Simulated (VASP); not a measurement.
# ZrB in VASP: further runs

Runs on ZrB. Level: PBE. Tasks: single point.

All numbers are computed with VASP 6.6.1; they aren't measurements. Logs are shortened: lines on timing, memory, paths and dates and some standing lists are left out, and cuts for length are marked.

### 1 The cell of the first run

The cell holds a wire with vacuum, 2 atoms: a = 9.000 Å, b = 9.300 Å, c = 4.163 Å, α = 90.00°, β = 90.00°, γ = 90.00°.

### 2 Single point, PBE, collinear spin, ferromagnetic start

The input, INCAR:

```
  PREC = Accurate
  ENCUT = 520
  EDIFF = 1E-7
  ISMEAR = 0
  SIGMA = 0.05
  LREAL = F
  LASPH = T
  NELM = 150
  ALGO = Normal
  ISIF = 2
  LWAVE = F
  LCHARG = T
  ISPIN = 2
  MAGMOM = 1.5 0.5
  LORBIT = 11
  LMAXMIX = 4
  GGA = PE
  LELF = T
  LVHAR = T
  NBANDS = 18
```

The input, KPOINTS:

```
Automatic mesh
0
Gamma
  1 1 15
```

The input, POSCAR:

```
ZrB
1.0
    9.0000000000      0.0000000000      0.0000000000
    0.0000000000      9.3000000000      0.0000000000
    0.0000000000      0.0000000000      4.1628976010
Zr B
1 1
Direct
    0.5000000000      0.5000000000      0.0000000000
    0.5000000000      0.5000000000      0.5000000000
```

Potentials or basis: VASP PAW PBE potentials, release 64 (Zr_sv, B).

The run is started by

```bash
$ cat potpaw_PBE.64/Zr_sv/POTCAR potpaw_PBE.64/B/POTCAR > POTCAR
$ mpirun -np 1 vasp_std > vasp.out
```

OUTCAR:

```text
PREC = Accurate
   ENCUT = 520
   EDIFF = 1E-7
   ISMEAR = 0
   LREAL = F
   LASPH = T
   NELM = 150
   ISIF = 2
   ISPIN = 2
   LORBIT = 11
   GGA = PE

 ion  position               nearest neighbor table
   1  0.500  0.500  0.000-   2 2.08   2 2.08
   2  0.500  0.500  0.500-   1 2.08   1 2.08

  LATTYP: Found a simple orthorhombic cell.
 ALAT       =     4.1628976010
 B/A-ratio  =     2.1619556527
 C/A-ratio  =     2.2340208411

  Lattice vectors:

 A1 = (   0.0000000000,   0.0000000000,   4.1628976010)
 A2 = (   9.0000000000,   0.0000000000,   0.0000000000)
 A3 = (   0.0000000000,   9.3000000000,   0.0000000000)

Analysis of symmetry for initial positions (statically):
=====================================================================
 Subroutine PRICEL returns:
 Original cell was already a primitive cell.

 Routine SETGRP: Setting up the symmetry group for a
 simple orthorhombic supercell.

 Subroutine GETGRP returns: Found  8 space group operations
 (whereof  8 operations were pure point group operations)
 out of a pool of  8 trial point group operations.

The static configuration has the point symmetry D_2h.

Analysis of symmetry for dynamics (positions and initial velocities):
=====================================================================
 Subroutine PRICEL returns:
 Original cell was already a primitive cell.

 Routine SETGRP: Setting up the symmetry group for a
 simple orthorhombic supercell.

 Subroutine GETGRP returns: Found  8 space group operations
 (whereof  8 operations were pure point group operations)
 out of a pool of  8 trial point group operations.

The dynamic configuration has the point symmetry D_2h.

Analysis of structural, dynamic, and magnetic symmetry:
=====================================================================
 Subroutine PRICEL returns:
 Original cell was already a primitive cell.

 Routine SETGRP: Setting up the symmetry group for a
 simple orthorhombic supercell.

 Subroutine GETGRP returns: Found  8 space group operations
 (whereof  8 operations were pure point group operations)
 out of a pool of  8 trial point group operations.

The overall configuration has the point symmetry D_2h.

 Subroutine INISYM returns: Found  8 space group operations
 (whereof  8 operations are pure point group operations),
 and found     1 'primitive' translations

----------------------------------------------------------------------------------------

                                     Primitive cell

  volume of cell :     348.4345

  direct lattice vectors                    reciprocal lattice vectors
     9.000000000  0.000000000  0.000000000     0.111111111  0.000000000  0.000000000
     0.000000000  9.300000000  0.000000000     0.000000000  0.107526882  0.000000000
     0.000000000  0.000000000  4.162897601     0.000000000  0.000000000  0.240217295

  length of vectors
     9.000000000  9.300000000  4.162897601     0.111111111  0.107526882  0.240217295

  position of ions in fractional coordinates (direct lattice)
     0.500000000  0.500000000  0.000000000
     0.500000000  0.500000000  0.500000000

  ion indices of the primitive-cell ions
   primitive index   ion index
                 1           1
                 2           2

----------------------------------------------------------------------------------------

 KPOINTS: Automatic mesh

Automatic generation of k-mesh.
 Grid dimensions read from file:
 generate k-points for:    1    1   15

 Generating k-lattice:

  Cartesian coordinates                     Fractional coordinates (reciprocal lattice)
     0.111111111  0.000000000  0.000000000     1.000000000  0.000000000  0.000000000
     0.000000000  0.107526882  0.000000000     0.000000000  1.000000000  0.000000000
     0.000000000  0.000000000  0.016014486     0.000000000  0.000000000  0.066666667

  Length of vectors
     0.111111111  0.107526882  0.016014486

  Shift w.r.t. Gamma in fractional coordinates (k-lattice)
     0.000000000  0.000000000  0.000000000

 Subroutine IBZKPT returns following result:
 ===========================================

 Found      8 irreducible k-points:

 Following reciprocal coordinates:
            Coordinates               Weight
  0.000000  0.000000  0.000000      1.000000
  0.000000  0.000000  0.066667      2.000000
  0.000000  0.000000  0.133333      2.000000
  0.000000  0.000000  0.200000      2.000000
  0.000000  0.000000  0.266667      2.000000
  0.000000  0.000000  0.333333      2.000000
  0.000000  0.000000  0.400000      2.000000
  0.000000  0.000000  0.466667      2.000000
   k-points           NKPTS =      8   k-points in BZ     NKDIM =      8   number of bands    NBANDS=     18
   number of dos      NEDOS =    301   number of ions     NIONS =      2
   total plane-waves  NPLWV = 156800
   dimension x,y,z NGX =    70 NGY =   70 NGZ =   32
   dimension x,y,z NGXF=   140 NGYF=  140 NGZF=   64
   ions per type =               1   1
   NGX,Y,Z   is equivalent  to a cutoff of  12.93, 12.51, 12.78 a.u.
   NGXF,Y,Z  is equivalent  to a cutoff of  25.86, 25.03, 25.56 a.u.
 SYSTEM =  unknown system
   PREC   = accura    normal or accurate (medium, high low for compatibility)
   ISTART =      0    job   : 0-new  1-cont  2-samecut
   ICHARG =      2    charge: 1-file 2-atom 10-const
   ISPIN  =      2    spin polarized calculation?
   LNONCOLLINEAR =      F non collinear calculations
   LSORBIT =      F    spin-orbit coupling
   LASPH  =      T    aspherical Exc in radial PAW
   ENCUT  =  520.0 eV  38.22 Ry    6.18 a.u.  16.73 17.29  7.74*2*pi/ulx,y,z
   NELM   =    150;   NELMIN=  2; NELMDL= -5     # of ELM steps
   EDIFF  = 0.1E-06   stopping-criterion for ELM
   LREAL  =      F    real-space projection
   EDIFFG = 0.1E-05   stopping-criterion for IOM
   NSW    =      0    number of steps for IOM
   IBRION =     -1    ionic relax: 0-MD 1-quasi-New 2-CG
   NFREE  =      0    steps in history (QN), initial steepest desc. (CG)
   ISIF   =      2    stress and relaxation
   ISYM   =      2    0-nonsym 1-usesym 2-fastsym
   POTIM  = 0.5000    time-step for ionic-motion
   TEBEG  =    0.0;   TEEND  =   0.0 temperature during run
   PSTRESS=    0.0 pullay stress
   NELECT =      15.0000    total number of electrons
   NUPDOWN=      -1.0000    fix difference up-down
   EMIN   =  10.00;   EMAX   =-10.00  energy-range for DOS
   EFERMI =   0.00;   METHOD = LEGACY
   ISMEAR =     0;   SIGMA  =   0.05  broadening in eV -4-tet -1-fermi 0-gaus
   EFERMI_NEDOS =   21; number of points for ismear=-14 and -15
   IALGO  =     38    algorithm
   IMIX   =      4    mixing-type and parameters
     AMIX     =   0.40;   BMIX     =  1.00
     AMIX_MAG =   1.60;   BMIX_MAG =  1.00
  volume/ion in A,a.u.               =     174.22      1175.68
  Fermi-wavevector in a.u.,A,eV,Ry     =   0.573762  1.084252  4.479071  0.329202
  Thomas-Fermi vector in A             =   1.615175
   LORBIT       =     11    0 simple, 1 ext, 2 COOP (PROOUT), +10 PAW based schemes
   GGA     = PE    functional components
   LHFCALC =     F    Hartree Fock is set to
   AEXX    =    0.0000 exact exchange contribution
   IVDW    =     0    specifies the selected vdW correction
   LEPSILON=     F    determine dielectric tensor
   LRPA    =     F    only Hartree local field effects (RPA)
 spin polarized calculation
 Gauss-broadening in eV      SIGMA  =   0.05
  energy-cutoff  :      520.00
  volume of cell :      348.43
 maximum number of plane-waves:      9433
 NGX is ok and might be reduce to    70
   NGX = 33   NGY = 35   NGZ = 15

 number of electron      15.0000001 magnetization       0.7327739

 Free energy of the ion-electron system (eV)
  ---------------------------------------------------
  ext. energy  EPLUGINS =         0.00000000
  ---------------------------------------------------
  free energy    TOTEN  =        -8.69246856 eV

  energy without entropy =       -8.69235974  energy(sigma->0) =       -8.69241415

 E-fermi :  -2.5029     XC(G=0):  -2.5270

 val. band max:       -2.6082072094   @ k =   0.0000   0.0000   0.0667
 cond. band min:      -2.4020552229   @ k =   0.0000   0.0000   0.0667
 fundamental gap:      0.2061519865
 Fermi energy:        -2.5028732848

 spin component 1

 k-point     1 :       0.0000    0.0000    0.0000
  band No.  band energies     occupation
      1     -52.2170      1.00000
      2     -30.5762      1.00000
      3     -30.5744      1.00000
      4     -29.8821      1.00000
      5      -8.7209      1.00000
      6      -2.7684      1.00000
[... 10 lines left out ...]
     17       1.7039      0.00000
     18       2.9132      0.00000

 k-point     2 :       0.0000    0.0000    0.0667
  band No.  band energies     occupation
      1     -52.2170      1.00000
      2     -30.5760      1.00000
      3     -30.5742      1.00000
      4     -29.8827      1.00000
      5      -8.6647      1.00000
      6      -2.7613      1.00000
[... 10 lines left out ...]
     17       1.7765      0.00000
     18       2.9414      0.00000

 k-point     3 :       0.0000    0.0000    0.1333
  band No.  band energies     occupation
      1     -52.2171      1.00000
      2     -30.5754      1.00000
      3     -30.5736      1.00000
      4     -29.8843      1.00000
      5      -8.4970      1.00000
      6      -3.0098      1.00000
[... 76 lines left out ...]
 k-point     7 :       0.0000    0.0000    0.4000
  band No.  band energies     occupation
      1     -52.2175      1.00000
      2     -30.5716      1.00000
      3     -30.5698      1.00000
      4     -29.8941      1.00000
      5      -6.8183      1.00000
      6      -4.2552      1.00000
[... 10 lines left out ...]
     17       3.5057      0.00000
     18       3.5638      0.00000

 k-point     8 :       0.0000    0.0000    0.4667
  band No.  band energies     occupation
      1     -52.2176      1.00000
      2     -30.5711      1.00000
      3     -30.5693      1.00000
      4     -29.8952      1.00000
      5      -6.3042      1.00000
      6      -4.9035      1.00000
[... 10 lines left out ...]
     17       3.2422      0.00000
     18       3.3121      0.00000
 Fermi energy:        -2.5028732848

 spin component 2

 k-point     1 :       0.0000    0.0000    0.0000
  band No.  band energies     occupation
      1     -52.0785      1.00000
      2     -30.4337      1.00000
      3     -30.4267      1.00000
      4     -29.6602      1.00000
      5      -8.5508      1.00000
      6      -2.3301      0.00000
[... 10 lines left out ...]
     17       1.9737      0.00000
     18       3.3888      0.00000

 k-point     2 :       0.0000    0.0000    0.0667
  band No.  band energies     occupation
      1     -52.0786      1.00000
      2     -30.4335      1.00000
      3     -30.4265      1.00000
      4     -29.6608      1.00000
      5      -8.4947      1.00000
      6      -2.4021      0.00218
[... 10 lines left out ...]
     17       2.0435      0.00000
     18       3.4214      0.00000

 k-point     3 :       0.0000    0.0000    0.1333
  band No.  band energies     occupation
      1     -52.0786      1.00000
      2     -30.4328      1.00000
      3     -30.4259      1.00000
      4     -29.6624      1.00000
      5      -8.3270      1.00000
      6      -2.8144      1.00000
[... 76 lines left out ...]
 k-point     7 :       0.0000    0.0000    0.4000
  band No.  band energies     occupation
      1     -52.0790      1.00000
      2     -30.4291      1.00000
      3     -30.4221      1.00000
      4     -29.6723      1.00000
      5      -6.6479      1.00000
      6      -4.0777      1.00000
[... 10 lines left out ...]
     17       3.7134      0.00000
     18       3.7716      0.00000

 k-point     8 :       0.0000    0.0000    0.4667
  band No.  band energies     occupation
      1     -52.0791      1.00000
      2     -30.4287      1.00000
      3     -30.4217      1.00000
      4     -29.6734      1.00000
      5      -6.1329      1.00000
      6      -4.7330      1.00000
[... 10 lines left out ...]
     17       3.4096      0.00000
     18       3.4801      0.00000

------------------------ aborting loop because EDIFF is reached ----------------------------------------

  FORCE on cell =-STRESS in cart. coord.  units (eV):
  Direction    XX          YY          ZZ          XY          YZ          ZX
  --------------------------------------------------------------------------------------
  -------------------------------------------------------------------------------------
  Total       -0.0306540     -0.0273599      0.0040865      0.0000000      0.0000000     -0.0000000
  in kB       -0.1409539     -0.1258066      0.0187904      0.0000000      0.0000000     -0.0000000
  external PRESSURE =      -0.0826567 kB  Pullay stress =       0.0000000 kB

 VOLUME and BASIS-vectors are now :
 -----------------------------------------------------------------------------
  energy-cutoff  :      520.00
  volume of cell :      348.43
      direct lattice vectors                 reciprocal lattice vectors
     9.000000000  0.000000000  0.000000000     0.111111111  0.000000000  0.000000000
     0.000000000  9.300000000  0.000000000     0.000000000  0.107526882  0.000000000
     0.000000000  0.000000000  4.162897601     0.000000000  0.000000000  0.240217295

 POSITION                                       TOTAL-FORCE (eV/Angst)
 -----------------------------------------------------------------------------------
      4.50000      4.65000      0.00000         0.000000      0.000000      0.000000
      4.50000      4.65000      2.08145         0.000000      0.000000      0.000000
 -----------------------------------------------------------------------------------
    total drift:                                0.000000      0.000000      0.000000

  FREE ENERGIE OF THE ION-ELECTRON SYSTEM (eV)
  ---------------------------------------------------
  free  energy   TOTEN  =        -8.6924685574 eV

  energy  without entropy=       -8.6923597415  energy(sigma->0) =       -8.69241415

 total charge

# of ion       s       p       d       tot
------------------------------------------
    1        2.162   5.926   1.876   9.964
    2        0.816   0.961   0.000   1.778
--------------------------------------------------
tot          2.978   6.888   1.876  11.742

 magnetization (x)

# of ion       s       p       d       tot
------------------------------------------
    1        0.029   0.005   0.191   0.225
    2        0.001   0.048   0.000   0.049
--------------------------------------------------
tot          0.029   0.054   0.191   0.274
```

Wall time 3.2 min (1 thread of Intel Xeon 6975P-C, shared host); peak memory 0.53 GiB.

Results:

```
Free energy                                           : -8.6925 eV
Net moment                                            : 0.73 μB per cell
Site moments                                          : Zr +0.23; B +0.05 μB
Valence electrons inside the program's atomic spheres : Zr 9.96; B 1.78
```

Levels at points of the mesh, in eV from the Fermi level:
Spin up:
```
           k point  band 6  band 7  band 8  band 9  band 10  band 11
(0.00, 0.00, 0.00)   -0.27    0.12    0.13    0.28     0.30     0.97
```
Spin down:
```tsv
k point	band 5	band 6	band 7	band 8	band 9	band 10
(0.00, 0.00, 0.00)	-6.05	0.17	0.35	0.36	0.63	0.65
```

### 3 Single point, PBE, collinear spin, ferromagnetic start

The input, INCAR:

```
SYSTEM = ZrB
PREC = Accurate ; ENCUT = 520
EDIFF = 1E-6 ; ISMEAR = 0
SIGMA = 0.05 ; LREAL = .False.
LASPH = .True. ; NELM = 150
ALGO = Normal ; ISIF = 2
LWAVE = .False. ; LCHARG = .True.
ISPIN = 2 ; MAGMOM = 1.5 0.5
LORBIT = 11 ; LMAXMIX = 4
GGA = PE ; LELF = .True.
LVHAR = .True. ; NBANDS = 18
```

The input, KPOINTS:

```
Automatic mesh
0
Gamma
  1 1 15
  0 0 0
```

The input, POSCAR:

```
ZrB
1.0
    9.0000000000      0.0000000000      0.0000000000
    0.0000000000      9.3000000000      0.0000000000
    0.0000000000      0.0000000000      4.1625007480
Zr B
1 1
Direct
    0.5000000000      0.5000000000     -0.0175009002
    0.5000000000      0.5000000000      0.4825009002
```

Potentials or basis: VASP PAW PBE potentials, release 64 (Zr_sv, B).

The run is started by

```bash
$ cat potpaw_PBE.64/Zr_sv/POTCAR potpaw_PBE.64/B/POTCAR > POTCAR
$ mpirun -np 1 vasp_std > vasp.out
```

Run time: 2.9 min. Hardware: 1 thread of Intel Xeon 6975P-C, shared host; peak memory 0.53 GiB.

It converged, with:

| Quantity | Value |
| --- | --- |
| Free energy | -8.6925 eV |
| Net moment | 0.73 μB per cell |
| Site moments | Zr +0.23; B +0.05 μB |
| Valence electrons inside the program's atomic spheres | Zr 9.96; B 1.78 |

Levels at points of the mesh, in eV from the Fermi level:
Spin up:
| k point | band 6 | band 7 | band 8 | band 9 | band 10 | band 11 |
| --- | --- | --- | --- | --- | --- | --- |
| (0.00, 0.00, 0.00) | -0.27 | 0.12 | 0.13 | 0.28 | 0.30 | 0.98 |
Spin down:
| k point | band 5 | band 6 | band 7 | band 8 | band 9 | band 10 |
| --- | --- | --- | --- | --- | --- | --- |
| (0.00, 0.00, 0.00) | -6.05 | 0.17 | 0.35 | 0.36 | 0.63 | 0.65 |

### 4 Single point, PBE, collinear spin, ferromagnetic start

This run uses another cell than the first one, of 184.71 Å³/atom, 1.060 times its volume.

The input, INCAR:

```
SYSTEM = ZrB
  PREC = Accurate
  ENCUT = 520
  EDIFF = 1E-6
  ISMEAR = 0
  SIGMA = 0.05
  LREAL = .False.
  LASPH = .True.
  NELM = 150
  ALGO = Normal
  ISIF = 2
  LWAVE = .False.
  LCHARG = .False.
  ISPIN = 2
  MAGMOM = 1.5 0.5
  LORBIT = 11
  LMAXMIX = 4
  GGA = PE
  NBANDS = 18
```

The input, KPOINTS:

```
regular mesh
0
Gamma
  1 1 15
  0 0 0
```

The input, POSCAR:

```
ZrB
1.0
    9.0000000000      0.0000000000      0.0000000000
    0.0000000000      9.3000000000      0.0000000000
    0.0000000000      0.0000000000      4.4136909535
Zr B
1 1
Direct
    0.5000000000      0.5000000000      0.0000000000
    0.5000000000      0.5000000000      0.5000000000
```

The run is started by

```bash
$ cat potpaw_PBE.64/Zr_sv/POTCAR potpaw_PBE.64/B/POTCAR > POTCAR
$ mpirun -np 1 vasp_std > vasp.out
```

Wall time 3.7 min (1 thread of Intel Xeon 6975P-C, shared host); peak memory 0.57 GiB.

It converged, with:

```yaml
Free_energy: -8.5307 eV
Net_moment: 0.73 μB per cell
Site_moments: Zr +0.28; B +0.02 μB
Valence_electrons_inside_the_program's_atomic_spheres: Zr 9.83; B 1.67
```

Levels at points of the mesh, in eV from the Fermi level:
Spin up:
| k point | band 4 | band 5 | band 6 | band 7 | band 8 | band 9 | band 10 | band 11 | band 12 | band 13 |
| --- | --- | --- | --- | --- | --- | --- | --- | --- | --- | --- |
| (0.00, 0.00, 0.00) | -27.47 | -6.01 | -0.32 | 0.11 | 0.12 | 0.21 | 0.22 | 0.81 | 0.82 | 2.11 |
Spin down:
| k point | band 3 | band 4 | band 5 | band 6 | band 7 | band 8 | band 9 | band 10 | band 11 | band 12 |
| --- | --- | --- | --- | --- | --- | --- | --- | --- | --- | --- |
| (0.00, 0.00, 0.00) | -28.14 | -27.20 | -5.91 | 0.21 | 0.38 | 0.38 | 0.53 | 0.54 | 0.98 | 0.99 |
